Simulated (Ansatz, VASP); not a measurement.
**Cs: VASP beside Ansatz**

Contents of INCAR:

```
SYSTEM = Cs
PREC = Accurate
ENCUT = 520
EDIFF = 1E-6
ISMEAR = 0
SIGMA = 0.05
LREAL = .FALSE.
LASPH = .TRUE.
NELM = 80
ALGO = Fast
ISIF = 2
LWAVE = .FALSE.
LCHARG = .FALSE.
GGA = PS
NBANDS = 10
```

KPOINTS

```
Automatic mesh
0
G
  6 6 6
  0 0 0
```

The input POSCAR:

```
Cs
1.0
    5.5837899500      0.0000000000      0.0000000000
    2.7918949750      4.8357039461      0.0000000000
    2.7918949750      1.6119013154      4.5591454028
Cs
1
Direct
    0.0000000000      0.0000000000      0.0000000000
```

File input.yaml:

```yaml
crystal:
  lattice:
    - [5.58378995, 0.0, 0.0]
    - [2.791894975, 4.8357039461, 0.0]
    - [2.791894975, 1.6119013154, 4.5591454028]
  atoms:
    - { symbol: Cs, position: [0.0, 0.0, 0.0] }
hamiltonian:
  xc: pbesol
  pseudopotentials: { kind: paw }
kpoints:
  mp_grid: { grid: [6, 6, 6] }
scf:
  occupations: { method: gaussian, width: 0.05 }
output:
  forces: true
  stress: true
  eigenvalues: true
```

Alike in both runs: task single point; functional PBEsol; k mesh 6 × 6 × 6; occupations gaussian, width 0.05 eV; no spin polarisation.

|  | VASP | Ansatz |
| --- | --- | --- |
| version | VASP 6.6.1 | Ansatz 0.2.0 |
| potentials or method | VASP PAW PBE potentials, release 64 (Cs_sv) | Ansatz PAW |
| plane-wave cutoff (eV) | 520 | 420 |
| valence electrons in the cell | 9 | 9 |

```csv
,VASP,Ansatz,Ansatz less VASP
gap on the k mesh at the Fermi level (eV),none,none,-
pressure (GPa),-0.2,-0.2,+0.01
```

VASP's potentials were made for PBE, not for PBEsol. A gap of «none» marks a metal or a gap that the smearing closes.

Neither program's run includes spin-orbit coupling.
